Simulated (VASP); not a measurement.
Input of a VASP 6.6.1 run:

INCAR

```
SYSTEM = FeSi
PREC = Accurate
ENCUT = 520
EDIFF = 1E-7
ISMEAR = 0
SIGMA = 0.05
LREAL = .FALSE.
LASPH = .TRUE.
NELM = 80
ALGO = Normal
ISIF = 2
LWAVE = .FALSE.
LCHARG = .FALSE.
GGA = PS
NBANDS = 13
```

Contents of KPOINTS:

```
Automatic mesh
0
G
  16 16 16
  0 0 0
```

The input POSCAR:

```
FeSi
1.0
    2.6571546720      0.0000000000      0.0000000000
    0.0000000000      2.6571546720      0.0000000000
    0.0000000000      0.0000000000      2.6571546720
Fe Si
1 1
Direct
    0.0000000000      0.0000000000      0.0000000000
    0.5000000000      0.5000000000      0.5000000000
```

Potentials or basis: VASP PAW PBE potentials, release 64 (Fe, Si).

Launch:

```console
$ cat potpaw_PBE.64/Fe/POTCAR potpaw_PBE.64/Si/POTCAR > POTCAR
$ mpirun -np 1 vasp_std > vasp.out
```

(1) Predict the band gap on the k mesh.

(2) Predict the pressure.

## Answers

(1) zero (band 6 reaches 12.92 eV, above the bottom of band 7 at 12.63 eV).

(2) 26.7 GPa.

Caveat: the PAW data sets were made with another functional, which shifts forces and pressure a little.
